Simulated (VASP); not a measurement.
Wanted: the native input for a VASP 6.6.1 run.

* Task: single point
* Functional: PBEsol
* Potentials or basis: VASP PAW PBE potentials, release 64 (Ga_d)
* Cutoff: 520 eV
* k mesh: 8 × 8 × 8
* Occupations: gaussian, width 0.1 eV
* Spin: no spin polarisation
* Dipole correction: no
* Further INCAR settings: ALGO = Fast; EDIFF = 1e-06; NBANDS = 48

The structure of Ga lies in POSCAR:

```
Ga
1.0
   -2.9540146870      2.9540146870      2.9540146870
    2.9540146870     -2.9540146870      2.9540146870
    2.9540146870      2.9540146870     -2.9540146870
Ga
6
Direct
    0.2500000000      0.6250000000      0.3750000000
    0.3750000000      0.2500000000      0.6250000000
    0.7500000000      0.8750000000      0.1250000000
    0.1250000000      0.7500000000      0.8750000000
    0.6250000000      0.3750000000      0.2500000000
    0.8750000000      0.1250000000      0.7500000000
```

This cell differs from its parent crystal: volume scaled by 0.97.

The input as run:

INCAR

```
SYSTEM = Ga
PREC = Accurate ; ENCUT = 520
EDIFF = 1E-6 ; ISMEAR = 0
SIGMA = 0.1 ; LREAL = .FALSE.
LASPH = .TRUE. ; NELM = 100
ALGO = Fast ; ISIF = 2
LWAVE = .FALSE. ; LCHARG = .FALSE.
GGA = PS ; NBANDS = 48
```

KPOINTS

```
regular mesh
0
G
  8 8 8
  0 0 0
```

Potentials or basis: VASP PAW PBE potentials, release 64 (Ga_d).

Run with:

```bash
$ cat potpaw_PBE.64/Ga_d/POTCAR > POTCAR
$ mpirun -np 1 vasp_std > vasp.out
```

Results of the run:

The pressure is 2.0 GPa. The band gap on the k mesh is zero (band 39 reaches 8.18 eV, above the bottom of band 40 at 4.13 eV).

Caveat: the PAW data sets were made with another functional, which shifts forces and pressure a little.

Wall time 69 s on 1 thread of Intel(R) Xeon(R) 6975P-C (Granite Rapids) (shared host), peak memory 0.28 GiB.
